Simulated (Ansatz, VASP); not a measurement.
**One calculation of Sr, two programs**

Contents of INCAR:

```
SYSTEM = Sr
PREC = Accurate
ENCUT = 500
EDIFF = 1E-6
ISMEAR = 0
SIGMA = 0.1
LREAL = .FALSE.
LASPH = .TRUE.
NELM = 120
ALGO = Normal
ISIF = 2
LWAVE = .FALSE.
LCHARG = .TRUE.
GGA = PS
LELF = .TRUE.
LVHAR = .TRUE.
NBANDS = 11
GGA_COMPAT = .FALSE.
```

The input KPOINTS:

```
regular mesh
0
G
  6 6 6
  0 0 0
```

File POSCAR:

```
Sr
1.0
    0.0000000000      2.5346628370      2.5346628370
    2.5346628370      0.0000000000      2.5346628370
    2.5346628370      2.5346628370      0.0000000000
Sr
1
Direct
    0.0000000000      0.0000000000      0.0000000000
```

Input for Ansatz:

```yaml
crystal:
  lattice:
    - [0.0, 2.534662837, 2.534662837]
    - [2.534662837, 0.0, 2.534662837]
    - [2.534662837, 2.534662837, 0.0]
  atoms:
    - { symbol: Sr, position: [0.0, 0.0, 0.0] }
basis:
  ecutwfc: 420
kpoints:
  mp_grid: { grid: [6, 6, 6] }
hamiltonian:
  xc: pbesol
scf:
  occupations: { method: gaussian, width: 0.1 }
output:
  forces: true
  stress: true
  eigenvalues: true
```

Alike in both runs: task single point; functional PBEsol; k mesh 6 × 6 × 6; occupations gaussian, width 0.1 eV; no spin polarisation.

|  | VASP | Ansatz |
| --- | --- | --- |
| version | VASP 6.6.1 | Ansatz 0.2.0 |
| potentials or method | VASP PAW PBE potentials, release 64 (Sr_sv), cutoff 500 eV | scalar-relativistic, plane waves, PAW |
| valence electrons in the cell | 10 | 10 |

|  | VASP | Ansatz | Ansatz less VASP |
| --- | --- | --- | --- |
| gap on the k mesh at the Fermi level (eV) | none | none | - |
| pressure (GPa) | 11.1 | 11.0 | -0.08 |

VASP's potentials were made for PBE, not for PBEsol. A gap of «none» marks a metal or a gap that the smearing closes. With one functional, cell and mesh, what is left measures potentials, basis and numerics.
